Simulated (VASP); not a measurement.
# BN (P6_3mc) in VASP: settings compared, part 2 of 2

VASP 6.6.1.

**3. Single point, r2SCAN**

This run uses another cell than the first one, of 5.90 Å³/atom.

Contents of POSCAR:

```
BN
1.0
    2.5439499996      0.0000000000      0.0000000000
   -1.2719749998      2.2031253256      0.0000000000
    0.0000000000      0.0000000000      4.2078153415
B N
2 2
Direct
    0.3333333333      0.6666666667      0.0002034650
    0.6666666667      0.3333333333      0.5002034650
    0.3333333333      0.6666666667      0.3747965350
    0.6666666667      0.3333333333      0.8747965350
```

Contents of INCAR.step1:

```
SYSTEM = BN
PREC = Accurate
ENCUT = 1460
ISMEAR = 0
SIGMA = 0.01
LREAL = .False.
LASPH = .True.
NELM = 120
NBANDS = 16
GGA = PE
ALGO = Normal
EDIFF = 1E-5
LWAVE = .True.
LCHARG = .False.
GGA_COMPAT = .False.
```

Contents of INCAR.step2:

```
SYSTEM = BN
PREC = Accurate
ENCUT = 1460
EDIFF = 1E-6
ISMEAR = 0
SIGMA = 0.01
LREAL = .False.
LASPH = .True.
NELM = 120
ALGO = Normal
ISIF = 2
LWAVE = .False.
LCHARG = .False.
METAGGA = R2SCAN
LMIXTAU = .True.
NBANDS = 16
ISTART = 1
GGA_COMPAT = .False.
```

Contents of KPOINTS:

```
Automatic mesh
0
Gamma
  12 12 6
  0 0 0
```

Potentials or basis: VASP PAW PBE potentials, release 64 (B_h, N_h).

Command:

```console
$ cat potpaw_PBE.64/B_h/POTCAR potpaw_PBE.64/N_h/POTCAR > POTCAR
$ cp INCAR.step1 INCAR
$ mpirun -np 1 vasp_std > vasp.out
$ cp INCAR.step2 INCAR
$ mpirun -np 1 vasp_std > vasp.out
```

OUTCAR:

```text
SYSTEM = BN
   PREC = Accurate
   ENCUT = 1460
   EDIFF = 1E-6
   ISMEAR = 0
   LREAL = .False.
   LASPH = .True.
   NELM = 120
   ISIF = 2
   METAGGA = R2SCAN
   ISTART = 1

 ion  position               nearest neighbor table
   1  0.333  0.667  0.000-
   2  0.667  0.333  0.500-
   3  0.333  0.667  0.375-
   4  0.667  0.333  0.875-

  LATTYP: Found a hexagonal cell.
 ALAT       =     2.5439499996
 C/A-ratio  =     1.6540479735

  Lattice vectors:

 A1 = (   2.5439499996,   0.0000000000,   0.0000000000)
 A2 = (  -1.2719749998,   2.2031253256,   0.0000000000)
 A3 = (   0.0000000000,   0.0000000000,   4.2078153415)

Analysis of symmetry for initial positions (statically):
=====================================================================
 Subroutine PRICEL returns:
 Original cell was already a primitive cell.

 Routine SETGRP: Setting up the symmetry group for a
 hexagonal supercell.

 Subroutine GETGRP returns: Found 12 space group operations
 (whereof  6 operations were pure point group operations)
 out of a pool of 24 trial point group operations.

The static configuration has the point symmetry C_3v.
 The point group associated with its full space group is C_6v.

Analysis of symmetry for dynamics (positions and initial velocities):
=====================================================================
 Subroutine PRICEL returns:
 Original cell was already a primitive cell.

 Routine SETGRP: Setting up the symmetry group for a
 hexagonal supercell.

 Subroutine GETGRP returns: Found 12 space group operations
[... 122 lines left out ...]
   EFERMI =   0.00;   METHOD = LEGACY
   ISMEAR =     0;   SIGMA  =   0.01  broadening in eV -4-tet -1-fermi 0-gaus
   EFERMI_NEDOS =   21; number of points for ismear=-14 and -15
   IALGO  =     38    algorithm
   IMIX   =      4    mixing-type and parameters
     AMIX     =   0.40;   BMIX     =  1.00
     AMIX_MAG =   1.60;   BMIX_MAG =  1.00
  volume/ion in A,a.u.               =       5.90        39.79
  Fermi-wavevector in a.u.,A,eV,Ry     =   1.438512  2.718393 28.154745  2.069315
  Thomas-Fermi vector in A             =   2.557470
   LORBIT       =      0    0 simple, 1 ext, 2 COOP (PROOUT), +10 PAW based schemes
   METAGGA = R2SCAN    functional components
   LHFCALC =     F    Hartree Fock is set to
   AEXX    =    0.0000 exact exchange contribution
   IVDW    =     0    specifies the selected vdW correction
   LEPSILON=     F    determine dielectric tensor
   LRPA    =     F    only Hartree local field effects (RPA)
 non-spin polarized calculation
 Gauss-broadening in eV      SIGMA  =   0.01
  energy-cutoff  :     1460.00
  volume of cell :       23.58
 maximum number of plane-waves:      3020
 NGX is ok and might be reduce to    32
   NGX = 15   NGY = 15   NGZ = 27

 number of electron      16.0000000 magnetization

 Free energy of the ion-electron system (eV)
  ---------------------------------------------------
  ext. energy  EPLUGINS =         0.00000000
  ---------------------------------------------------
  free energy    TOTEN  =       -38.32999051 eV

  energy without entropy =      -38.32999051  energy(sigma->0) =      -38.32999051

 E-fermi :   9.1858     XC(G=0): -13.7556

 val. band max:        9.1105822097   @ k =   0.0000   0.0000   0.0000
 cond. band min:      14.8457180449   @ k =   0.3333   0.3333   0.0000
 fundamental gap:      5.7351358353
 Fermi energy:         9.1858142648

 k-point     1 :       0.0000    0.0000    0.0000
  band No.  band energies     occupation
      1     -12.3739      2.00000
      2      -8.1352      2.00000
      3      -2.2109      2.00000
      4       6.9046      2.00000
      5       6.9046      2.00000
      6       8.8395      2.00000
[... 433 lines left out ...]
      3      -0.0642      2.00000
      4       1.4531      2.00000
      5       2.8520      2.00000
      6       4.6461      2.00000
[... 8 lines left out ...]
     15      26.3580      0.00000
     16      26.6155      0.00000

 [... further k-points ...]

------------------------ aborting loop because EDIFF is reached ----------------------------------------

  FORCE on cell =-STRESS in cart. coord.  units (eV):
  Direction    XX          YY          ZZ          XY          YZ          ZX
  --------------------------------------------------------------------------------------
  -------------------------------------------------------------------------------------
  Total       -0.0777821     -0.0777821     -0.0760703      0.0000000      0.0000000      0.0000000
  in kB       -5.2842777     -5.2842777     -5.1679859      0.0000000      0.0000000      0.0000000
  external PRESSURE =      -5.2455138 kB  Pullay stress =       0.0000000 kB

 VOLUME and BASIS-vectors are now :
 -----------------------------------------------------------------------------
  energy-cutoff  :     1460.00
  volume of cell :       23.58
      direct lattice vectors                 reciprocal lattice vectors
     2.543950000  0.000000000  0.000000000     0.393089487  0.226950321  0.000000000
    -1.271975000  2.203125326  0.000000000     0.000000000  0.453900642  0.000000000
     0.000000000  0.000000000  4.207815341     0.000000000  0.000000000  0.237653014

 POSITION                                       TOTAL-FORCE (eV/Angst)
 -----------------------------------------------------------------------------------
     -0.00000      1.46875      0.00086        -0.000000     -0.000000      0.000878
      1.27197      0.73438      2.10476         0.000000     -0.000000      0.000878
     -0.00000      1.46875      1.57707        -0.000000     -0.000000     -0.000878
      1.27197      0.73438      3.68098         0.000000      0.000000     -0.000878
 -----------------------------------------------------------------------------------
    total drift:                               -0.000000     -0.000000      0.007363

  FREE ENERGIE OF THE ION-ELECTRON SYSTEM (eV)
  ---------------------------------------------------
  free  energy   TOTEN  =       -38.3299905140 eV

  energy  without entropy=      -38.3299905140  energy(sigma->0) =      -38.32999051
```

Wall time 2.7 min (1 thread of Intel Xeon Platinum 8488C (Sapphire Rapids), shared host); peak memory 0.3 GiB.

Results:

```yaml
Free_energy: -38.3300 eV
Pressure: -0.5 GPa
Band_gap_on_the_k_mesh: 5.74 eV (least direct gap 9.00 eV)
```

Caveat: the structure was generated, so it needn't be the stable form of BN; the PAW data sets were made with another functional, which shifts forces and pressure a little. A k mesh can miss the band edges.

**4. Single point, HSE06 (uniaxial z strain +1.0%)**

Contents of POSCAR:

```
BN
1.0
    2.5439499996      0.0000000000      0.0000000000
   -1.2719749998      2.2031253256      0.0000000000
    0.0000000000      0.0000000000      4.2498934949
B N
2 2
Direct
    0.3333333333      0.6666666667      0.0000908974
    0.6666666667      0.3333333333      0.5000908974
    0.3333333333      0.6666666667      0.3749091026
    0.6666666667      0.3333333333      0.8749091026
```

Contents of INCAR.step1:

```
  ALGO = Normal
  EDIFF = 1E-5
  ENCUT = 520
  GGA = PE
  ISIF = 2
  ISMEAR = 0
  LASPH = True
  LCHARG = False
  LREAL = False
  LWAVE = True
  NBANDS = 16
  NELM = 100
  PREC = Accurate
  SIGMA = 0.01
```

Contents of INCAR.step2:

```
  ALGO = Normal
  EDIFF = 1E-7
  ENCUT = 520
  GGA = PE
  HFSCREEN = 0.2079
  ISIF = 2
  ISMEAR = 0
  ISTART = 1
  LASPH = True
  LCHARG = False
  LHFCALC = True
  LREAL = False
  LWAVE = False
  NBANDS = 16
  NELM = 100
  PREC = Accurate
  PRECFOCK = Normal
  SIGMA = 0.01
```

Contents of KPOINTS:

```
k-points
0
Gamma
  9 9 4
```

Potentials or basis: VASP PAW PBE potentials, release 64 (B, N).

Command:

```console
$ cat potpaw_PBE.64/B/POTCAR potpaw_PBE.64/N/POTCAR > POTCAR
$ cp INCAR.step1 INCAR
$ mpirun -np 1 vasp_std > vasp.out
$ cp INCAR.step2 INCAR
$ mpirun -np 1 vasp_std > vasp.out
```

Run time: 88 min. Hardware: 1 thread of Oxide Virtual Turin-like, shared host; peak memory 0.22 GiB.

It converged, with:

```yaml
Free_energy: -40.5675 eV
Pressure: -7.7 GPa
Largest_force: 0.005 eV/Å
Band_gap_on_the_k_mesh: 6.51 eV (least direct gap 9.91 eV)
```

Forces in eV/Å, atoms in the order of the input:
```
B    0.000  0.000  0.005
B    0.000  0.000  0.005
N    0.000  0.000 -0.005
N    0.000  0.000 -0.005
```

Stress tensor (GPa, compression positive):
```
 -4.29   0.00   0.00
  0.00  -4.29   0.00
  0.00   0.00 -14.64
```

Levels at points of the mesh, in eV from the valence-band top:
```
           k point  band 4  band 5  band 6  band 7  band 8  band 9  band 10  band 11  band 12  band 13
(0.00, 0.00, 0.00)   -2.20   -2.20   -0.28    0.00    0.00    9.93    10.15    10.15    11.32    12.59
(0.00, 0.00, 0.50)   -6.25   -1.21   -1.21   -1.21   -1.21   11.27    11.27    11.75    11.75    11.75
```

Caveat: the cell differs from its parent crystal (uniaxial z strain +1.0%); the stress differs along the axes, from -15 to -4 GPa; the structure was generated, so it needn't be the stable form of BN; the PAW data sets were made with another functional, which shifts forces and pressure a little. A k mesh can miss the band edges.

**5. The runs side by side**

```csv
level,potentials or basis,cell,k mesh,cutoff (eV),grid for exact exchange (PRECFOCK),share of exact exchange,screening parameter,gap on the mesh (eV),pressure (GPa)
r2SCAN,"VASP PAW PBE potentials, release 64 (B_h, N_h)","a = 2.544, b = 2.544, c = 4.040 Å, angles 90.0, 90.0, 120.0°, 4 atoms, atomic positions A",12 × 12 × 6,1460,-,-,-,5.91,17.7
r2SCAN,"VASP PAW PBE potentials, release 64 (B_h, N_h)","a = 2.544, b = 2.544, c = 4.208 Å, angles 90.0, 90.0, 120.0°, 4 atoms, atomic positions B",12 × 12 × 6,1460,-,-,-,5.74,-0.5
HSE06,"VASP PAW PBE potentials, release 64 (B, N)","a = 2.544, b = 2.544, c = 4.250 Å, angles 90.0, 90.0, 120.0°, 4 atoms, atomic positions C",9 × 9 × 4,520,Normal,0.25,0.2079 1/Å,6.51,-7.7
```

Alike in all rows: task single point; no spin polarisation; smearing gaussian 0.01 eV.

Caveats: the structure was generated, so it needn't be the stable form of BN; the PAW data sets were made with another functional, which shifts forces and pressure a little; the stress differs along the axes, from 2 to 48 GPa (at least some runs); the stress differs along the axes, from -15 to -4 GPa (at least some runs).

Total energies depend on the potentials used, so only differences within one code and one set of settings carry meaning.
